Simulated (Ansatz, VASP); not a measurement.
One calculation of GaP, two programs

File POSCAR:

```
GaP
1.0
    0.0000000000      2.7082960622      2.7082960622
    2.7082960622      0.0000000000      2.7082960622
    2.7082960622      2.7082960622      0.0000000000
Ga P
1 1
Direct
    0.0000000000      0.0000000000      0.0000000000
    0.2500000000      0.2500000000      0.2500000000
```

File INCAR.step1:

```
SYSTEM = GaP
  ALGO = Normal
  EDIFF = 1E-5
  ENCUT = 520
  GGA = PE
  ISIF = 2
  ISMEAR = -1
  LASPH = .True.
  LCHARG = .False.
  LREAL = .False.
  LWAVE = .True.
  NBANDS = 16
  NELM = 60
  PREC = Accurate
  SIGMA = 0.05
```

INCAR.step2

```
SYSTEM = GaP
  ALGO = Normal
  EDIFF = 1E-6
  ENCUT = 520
  GGA = PE
  HFSCREEN = 0.2079
  ISIF = 2
  ISMEAR = -1
  ISTART = 1
  LASPH = .True.
  LCHARG = .False.
  LHFCALC = .True.
  LREAL = .False.
  LWAVE = .False.
  NBANDS = 16
  NELM = 60
  PREC = Accurate
  PRECFOCK = Normal
  SIGMA = 0.05
```

KPOINTS

```
k-points
0
Gamma
  4 4 4
  0 0 0
```

Input for Ansatz:

```yaml
crystal:
  lattice:
    - [0.0, 2.708296062214, 2.708296062214]
    - [2.708296062214, 0.0, 2.708296062214]
    - [2.708296062214, 2.708296062214, 0.0]
  atoms:
    - { symbol: Ga, position: [0.0, 0.0, 0.0] }
    - { symbol: P, position: [0.25, 0.25, 0.25] }
kpoints:
  mp_grid: { grid: [4, 4, 4] }
hamiltonian:
  xc: hse06
  pseudopotentials: { kind: paw }
scf:
  occupations: { method: fermi_dirac, width: 0.05 }
  convergence: { dr2_threshold: "1e-10 eV" }
  exx: { energy_threshold: "2e-8 eV" }
output:
  forces: true
  stress: true
  eigenvalues: true
```

Alike in both runs: task single point; functional HSE06; k mesh 4 × 4 × 4; occupations fermi-dirac, width 0.05 eV; no spin polarisation.

|  | VASP | Ansatz |
| --- | --- | --- |
| version | VASP 6.6.1 | Ansatz 0.2.0 development build |
| potentials or method | VASP PAW PBE potentials, release 64 (Ga_d, P) | plane waves, PAW datasets (generated soft set 1) |
| plane-wave cutoff (eV) | 520 | 420 |
| valence electrons in the cell | 18 | 18 |

|  | VASP | Ansatz | Ansatz less VASP |
| --- | --- | --- | --- |
| gap on the k mesh at the Fermi level (eV) | 2.27 | 2.27 | -0.004 |

The k mesh is coarse, so the values compare programs but aren't converged.
